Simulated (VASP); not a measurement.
# HC8 in VASP: further runs

The runs below take HC8 through single point, relaxation of the atoms, with PBE+D3(BJ).

All numbers are computed with VASP 6.6.1; they aren't measurements. Logs are shortened: lines on timing, memory, paths and dates and some standing lists are left out, and cuts for length are marked.

## Step 1: The cell of the first run

The cell holds a slab with vacuum, 9 atoms: a = 2.465 Å, b = 2.465 Å, c = 46.328 Å, α = 90.00°, β = 90.00°, γ = 120.00°.

## Step 2: Single point, PBE+D3(BJ)

File INCAR:

```
SYSTEM = HC8
ALGO = Normal
DIPOL = 0.5 0.5 0.514
EDIFF = 1E-6
ENCUT = 520
GGA = PE
GGA_COMPAT = .FALSE.
IDIPOL = 3
ISIF = 2
ISMEAR = 0
IVDW = 12
LASPH = .TRUE.
LCHARG = .FALSE.
LDIPOL = .TRUE.
LREAL = .FALSE.
LWAVE = .FALSE.
NBANDS = 26
NELM = 120
NELMDL = -8
PREC = Accurate
SIGMA = 0.1
```

File KPOINTS:

```
k-points
0
G
  12 12 1
  0 0 0
```

File POSCAR:

```
HC8
1.0
    2.4652678656      0.0000000000      0.0000000000
   -1.2326339328      2.1349845987      0.0000000000
    0.0000000000      0.0000000000     46.3276891475
C H
8 1
Direct
    0.0000000000      0.0000000000      0.1834861472
    0.3333333333      0.6666666667      0.1834755878
    0.0000000000      0.0000000000      0.2569717592
    0.6666666667      0.3333333333      0.2569823185
    0.3333333333      0.6666666667      0.7013536014
    0.0000000000      0.0000000000      0.7014881198
    0.0000000000      0.0000000000      0.7680401752
    0.6666666667      0.3333333333      0.7737217390
    0.6666666667      0.3333333333      0.7991011744
```

Potentials or basis: VASP PAW PBE potentials, release 64 (C, H).

On the command line:

```
$ cat potpaw_PBE.64/C/POTCAR potpaw_PBE.64/H/POTCAR > POTCAR
$ mpirun -np 1 vasp_std > vasp.out
```

OUTCAR:

```text
SYSTEM = HC8
   EDIFF = 1E-6
   ENCUT = 520
   GGA = PE
   ISIF = 2
   ISMEAR = 0
   IVDW = 12
   LASPH = .TRUE.
   LREAL = .FALSE.
   NELM = 120
   NELMDL = -8
   PREC = Accurate
 IVDW          = 12

 ion  position               nearest neighbor table
   1  0.000  0.000  0.183-   2 1.42   2 1.42   2 1.42
   2  0.333  0.667  0.183-   1 1.42   1 1.42   1 1.42
   3  0.000  0.000  0.257-   4 1.42   4 1.42   4 1.42
   4  0.667  0.333  0.257-   3 1.42   3 1.42   3 1.42
   5  0.333  0.667  0.701-   6 1.42   6 1.42   6 1.42
   6  0.000  0.000  0.701-   5 1.42   5 1.42   5 1.42
   7  0.000  0.000  0.768-   8 1.45   8 1.45   8 1.45
   8  0.667  0.333  0.774-   9 1.18   7 1.45   7 1.45   7 1.45
   9  0.667  0.333  0.799-   8 1.18

  LATTYP: Found a hexagonal cell.
 ALAT       =     2.4652678656
 C/A-ratio  =    18.7921522825

  Lattice vectors:

 A1 = (   2.4652678656,   0.0000000000,   0.0000000000)
 A2 = (  -1.2326339328,   2.1349845987,   0.0000000000)
 A3 = (   0.0000000000,   0.0000000000,  46.3276891475)

Analysis of symmetry for initial positions (statically):
=====================================================================
 Subroutine PRICEL returns:
 Original cell was already a primitive cell.

 Routine SETGRP: Setting up the symmetry group for a
 hexagonal supercell.

 Subroutine GETGRP returns: Found  6 space group operations
 (whereof  6 operations were pure point group operations)
 out of a pool of 24 trial point group operations.

The static configuration has the point symmetry C_3v.

Analysis of symmetry for dynamics (positions and initial velocities):
=====================================================================
 Subroutine PRICEL returns:
 Original cell was already a primitive cell.

 Routine SETGRP: Setting up the symmetry group for a
 hexagonal supercell.

 Subroutine GETGRP returns: Found  6 space group operations
 (whereof  6 operations were pure point group operations)
 out of a pool of 24 trial point group operations.

The dynamic configuration has the point symmetry C_3v.

 Subroutine INISYM returns: Found  6 space group operations
 (whereof  6 operations are pure point group operations),
 and found     1 'primitive' translations

----------------------------------------------------------------------------------------

                                     Primitive cell

  volume of cell :     243.8369

  direct lattice vectors                    reciprocal lattice vectors
     2.465267866  0.000000000  0.000000000     0.405635434  0.234193727  0.000000000
    -1.232633933  2.134984599  0.000000000     0.000000000  0.468387454  0.000000000
     0.000000000  0.000000000 46.327689148     0.000000000  0.000000000  0.021585363

  length of vectors
     2.465267866  2.465267866 46.327689148     0.468387454  0.468387454  0.021585363

  position of ions in fractional coordinates (direct lattice)
     0.000000000  0.000000000  0.183486147
     0.333333333  0.666666667  0.183475588
     0.000000000  0.000000000  0.256971759
     0.666666667  0.333333333  0.256982319
     0.333333333  0.666666667  0.701353601
     0.000000000  0.000000000  0.701488120
     0.000000000  0.000000000  0.768040175
     0.666666667  0.333333333  0.773721739
     0.666666667  0.333333333  0.799101174

  ion indices of the primitive-cell ions
   primitive index   ion index
                 1           1
                 2           2
                 3           3
                 4           4
                 5           5
                 6           6
                 7           7
                 8           8
                 9           9

----------------------------------------------------------------------------------------

 KPOINTS: k-points

Automatic generation of k-mesh.
 Grid dimensions read from file:
 generate k-points for:   12   12    1

 Generating k-lattice:

  Cartesian coordinates                     Fractional coordinates (reciprocal lattice)
     0.033802953  0.019516144  0.000000000     0.083333333  0.000000000  0.000000000
     0.000000000  0.039032288  0.000000000     0.000000000  0.083333333  0.000000000
     0.000000000  0.000000000  0.021585363     0.000000000  0.000000000  1.000000000

  Length of vectors
     0.039032288  0.039032288  0.021585363

  Shift w.r.t. Gamma in fractional coordinates (k-lattice)
     0.000000000  0.000000000  0.000000000

 Subroutine IBZKPT returns following result:
 ===========================================

 Found     19 irreducible k-points:

 Following reciprocal coordinates:
            Coordinates               Weight
  0.000000  0.000000  0.000000      1.000000
  0.083333  0.000000  0.000000      6.000000
  0.166667  0.000000  0.000000      6.000000
  0.250000  0.000000  0.000000      6.000000
  0.333333  0.000000  0.000000      6.000000
  0.416667  0.000000  0.000000      6.000000
[... 11 lines left out ...]
  0.333333  0.250000  0.000000     12.000000
  0.333333  0.333333  0.000000      2.000000
   k-points           NKPTS =     19   k-points in BZ     NKDIM =     19   number of bands    NBANDS=     26
   number of dos      NEDOS =    301   number of ions     NIONS =      9
   total plane-waves  NPLWV = 113400
   dimension x,y,z NGX =    18 NGY =   18 NGZ =  350
   dimension x,y,z NGXF=    36 NGYF=   36 NGZF=  700
   ions per type =               8   1
   NGX,Y,Z   is equivalent  to a cutoff of  12.14, 12.14, 12.56 a.u.
   NGXF,Y,Z  is equivalent  to a cutoff of  24.28, 24.28, 25.12 a.u.
 SYSTEM =  HC8
   PREC   = accura    normal or accurate (medium, high low for compatibility)
   ISTART =      0    job   : 0-new  1-cont  2-samecut
   ICHARG =      2    charge: 1-file 2-atom 10-const
   ISPIN  =      1    spin polarized calculation?
   LNONCOLLINEAR =      F non collinear calculations
   LSORBIT =      F    spin-orbit coupling
   LASPH  =      T    aspherical Exc in radial PAW
   ENCUT  =  520.0 eV  38.22 Ry    6.18 a.u.   4.58  4.58 86.14*2*pi/ulx,y,z
   NELM   =    120;   NELMIN=  2; NELMDL= -8     # of ELM steps
   EDIFF  = 0.1E-05   stopping-criterion for ELM
   LREAL  =      F    real-space projection
   EDIFFG = 0.1E-04   stopping-criterion for IOM
   NSW    =      0    number of steps for IOM
   IBRION =     -1    ionic relax: 0-MD 1-quasi-New 2-CG
   NFREE  =      0    steps in history (QN), initial steepest desc. (CG)
   ISIF   =      2    stress and relaxation
   ISYM   =      2    0-nonsym 1-usesym 2-fastsym
   POTIM  = 0.5000    time-step for ionic-motion
   TEBEG  =    0.0;   TEEND  =   0.0 temperature during run
   PSTRESS=    0.0 pullay stress
   NELECT =      33.0000    total number of electrons
   NUPDOWN=      -1.0000    fix difference up-down
   EMIN   =  10.00;   EMAX   =-10.00  energy-range for DOS
   EFERMI =   0.00;   METHOD = LEGACY
   ISMEAR =     0;   SIGMA  =   0.10  broadening in eV -4-tet -1-fermi 0-gaus
   EFERMI_NEDOS =   21; number of points for ismear=-14 and -15
   IALGO  =     38    algorithm
   IMIX   =      4    mixing-type and parameters
     AMIX     =   0.40;   BMIX     =  1.00
     AMIX_MAG =   1.60;   BMIX_MAG =  1.00
  volume/ion in A,a.u.               =      27.09       182.83
  Fermi-wavevector in a.u.,A,eV,Ry     =   0.840517  1.588346  9.612084  0.706468
  Thomas-Fermi vector in A             =   1.954911
   LORBIT       =      0    0 simple, 1 ext, 2 COOP (PROOUT), +10 PAW based schemes
   GGA     = PE    functional components
   LHFCALC =     F    Hartree Fock is set to
   AEXX    =    0.0000 exact exchange contribution
   IVDW    =    12    specifies the selected vdW correction
   LEPSILON=     F    determine dielectric tensor
   LRPA    =     F    only Hartree local field effects (RPA)
 non-spin polarized calculation
 Gauss-broadening in eV      SIGMA  =   0.10
  energy-cutoff  :      520.00
  volume of cell :      243.84
 maximum number of plane-waves:      6646
   NGX =  9   NGY =  9   NGZ =173

 dipolmoment           0.000000      0.000000      0.001448 electrons x Angstroem

 number of electron      32.9999990 magnetization

 dipolmoment           0.000000      0.000000     -0.010967 electrons x Angstroem

 Free energy of the ion-electron system (eV)
  ---------------------------------------------------
  ext. energy  EPLUGINS =         0.00000000
  ---------------------------------------------------
  free energy    TOTEN  =       -75.19388375 eV

  energy without entropy =      -75.18702171  energy(sigma->0) =      -75.19045273

 E-fermi :  -1.4793     XC(G=0):  -3.5700

 val. band max:       -1.5192234852   @ k =   0.3333   0.3333   0.0000
 cond. band min:      -1.4726796989   @ k =   0.3333   0.3333   0.0000
 fundamental gap:      0.0465437863
 Fermi energy:        -1.4792992592

 k-point     1 :       0.0000    0.0000    0.0000
  band No.  band energies     occupation
      1     -21.7910      2.00000
      2     -21.0551      2.00000
      3     -21.0303      2.00000
      4     -20.9210      2.00000
      5     -11.9542      2.00000
      6      -9.5255      2.00000
[... 18 lines left out ...]
     25       3.5317      0.00000
     26       4.2168      0.00000

 k-point     2 :       0.0833    0.0000    0.0000
  band No.  band energies     occupation
      1     -21.6228      2.00000
      2     -20.8902      2.00000
      3     -20.8662      2.00000
      4     -20.7575      2.00000
      5     -11.7818      2.00000
      6      -9.3270      2.00000
[... 18 lines left out ...]
     25       3.7284      0.00000
[... 463 lines left out ...]
     25       9.4567      0.00000
     26       9.6532      0.00000

 k-point    19 :       0.3333    0.3333    0.0000
  band No.  band energies     occupation
      1     -15.1013      2.00000
      2     -14.3838      2.00000
      3     -14.1047      2.00000
      4     -14.1035      2.00000
      5     -14.1033      2.00000
      6     -14.0601      2.00000
[... 18 lines left out ...]
     25       9.2352      0.00000
     26       9.4352      0.00000

------------------------ aborting loop because EDIFF is reached ----------------------------------------

 vacuum level on the upper side and lower side of the slab       (xc-potential included)        -0.196         0.176

 Edisp (eV)   -1.01525

 E8    (eV) :    -0.2992

  FORCE on cell =-STRESS in cart. coord.  units (eV):
  Direction    XX          YY          ZZ          XY          YZ          ZX
  --------------------------------------------------------------------------------------
  -------------------------------------------------------------------------------------
  Total       3.08919     3.08919    -0.05348     0.00000     0.00000    -0.00000
  in kB      20.29811    20.29811    -0.35137     0.00000     0.00000    -0.00000
  external pressure =       13.41 kB  Pullay stress =        0.00 kB

 VOLUME and BASIS-vectors are now :
 -----------------------------------------------------------------------------
  energy-cutoff  :      520.00
  volume of cell :      243.84
      direct lattice vectors                 reciprocal lattice vectors
     2.465267866  0.000000000  0.000000000     0.405635434  0.234193727  0.000000000
    -1.232633933  2.134984599  0.000000000     0.000000000  0.468387454  0.000000000
     0.000000000  0.000000000 46.327689148     0.000000000  0.000000000  0.021585363

 POSITION                                       TOTAL-FORCE (eV/Angst)
 -----------------------------------------------------------------------------------
      0.00000      0.00000      8.50049        -0.000000      0.000000      0.006344
     -0.00000      1.42332      8.50000         0.000000      0.000000     -0.000888
      0.00000      0.00000     11.90491        -0.000000      0.000000     -0.006663
      1.23263      0.71166     11.90540         0.000000      0.000000      0.000600
     -0.00000      1.42332     32.49209         0.000000     -0.000000      0.004245
      0.00000      0.00000     32.49832        -0.000000      0.000000     -0.005764
      0.00000      0.00000     35.58153         0.000000     -0.000000     -0.021904
      1.23263      0.71166     35.84474         0.000000     -0.000000      0.008380
      1.23263      0.71166     37.02051         0.000000      0.000000      0.015649
 -----------------------------------------------------------------------------------
    total drift:                               -0.000000      0.000000     -0.001384

  FREE ENERGIE OF THE ION-ELECTRON SYSTEM (eV)
  ---------------------------------------------------
  free  energy   TOTEN  =       -76.2091320056 eV

  energy  without entropy=      -76.2022699644  energy(sigma->0) =      -76.20570099

 vacuum level on the upper side and lower side of the slab         2.399         2.777
```

It took 5.9 min on 1 thread of Intel Xeon 6975P-C (Granite Rapids), shared host; peak memory 0.37 GiB.

Results:

| Item | Value |
| --- | --- |
| Free energy | -76.2091 eV |
| Largest force | 0.022 eV/Å |
| Band gap on the k mesh | zero (an odd number of electrons rules out a gap without spin polarisation) |
| Dispersion energy per atom | -0.113 eV |

Forces in eV/Å, atoms in the order of the input:
```
C    0.000  0.000  0.006
C    0.000  0.000 -0.001
C    0.000  0.000 -0.007
C    0.000  0.000  0.001
C    0.000  0.000  0.004
C    0.000  0.000 -0.006
C    0.000  0.000 -0.022
C    0.000  0.000  0.008
H    0.000  0.000  0.016
```

## Step 3: Single point, PBE+D3(BJ)

File INCAR:

```
SYSTEM = HC8
PREC = Accurate
ENCUT = 520
EDIFF = 1E-6
ISMEAR = 0
SIGMA = 0.1
LREAL = .FALSE.
LASPH = .TRUE.
NELM = 120
ALGO = Normal
ISIF = 2
LWAVE = .FALSE.
LCHARG = .FALSE.
LDIPOL = .TRUE.
IDIPOL = 3
DIPOL = 0.5 0.5 0.509
GGA = PE
IVDW = 12
NBANDS = 26
GGA_COMPAT = .FALSE.
NELMDL = -8
```

File KPOINTS:

```
Automatic mesh
0
G
  12 12 1
  0 0 0
```

File POSCAR:

```
HC8
1.0
    2.4652678656      0.0000000000      0.0000000000
   -1.2326339328      2.1349845987      0.0000000000
    0.0000000000      0.0000000000     46.3276891475
C H
8 1
Direct
    0.0000000000      0.0000000000      0.1834861472
    0.3333333333      0.6666666667      0.1834755878
    0.0000000000      0.0000000000      0.2569717592
    0.6666666667      0.3333333333      0.2569823185
    0.3333333333      0.6666666667      0.7035217618
    0.0000000000      0.0000000000      0.6980110454
    0.0000000000      0.0000000000      0.7843625968
    0.6666666667      0.3333333333      0.7843508852
    0.3333333333      0.6666666667      0.7287317992
```

Potentials or basis: VASP PAW PBE potentials, release 64 (C, H).

On the command line:

```
$ cat potpaw_PBE.64/C/POTCAR potpaw_PBE.64/H/POTCAR > POTCAR
$ mpirun -np 1 vasp_std > vasp.out
```

Run time: 7.4 min. Hardware: 1 thread of Intel Xeon 6975P-C (Granite Rapids), shared host; peak memory 0.34 GiB.

It converged, with:

```yaml
Free_energy: -76.1856 eV
Largest_force: 0.043 eV/Å
Band_gap_on_the_k_mesh: zero (an odd number of electrons rules out a gap without spin polarisation)
Dispersion_energy_per_atom: -0.110 eV
```

Forces on the atoms (eV/Å):
```
C    0.000  0.000  0.007
C    0.000  0.000  0.000
C    0.000  0.000 -0.007
C    0.000  0.000  0.001
C    0.000  0.000 -0.038
C    0.000  0.000 -0.016
C    0.000  0.000  0.006
C    0.000  0.000  0.004
H    0.000  0.000  0.043
```

Levels at points of the mesh, in eV from the Fermi level:
```csv
k point,band 14,band 15,band 16,band 17,band 18,band 19,band 20,band 21
"(0.00, 0.00, 0.00)",-3.02,-2.95,-2.95,-0.62,3.20,3.44,3.79,3.97
"(0.50, 0.00, 0.00)",-2.88,-2.53,-2.20,-0.57,1.15,1.55,1.88,6.19
```

[end of part 1 of 2]
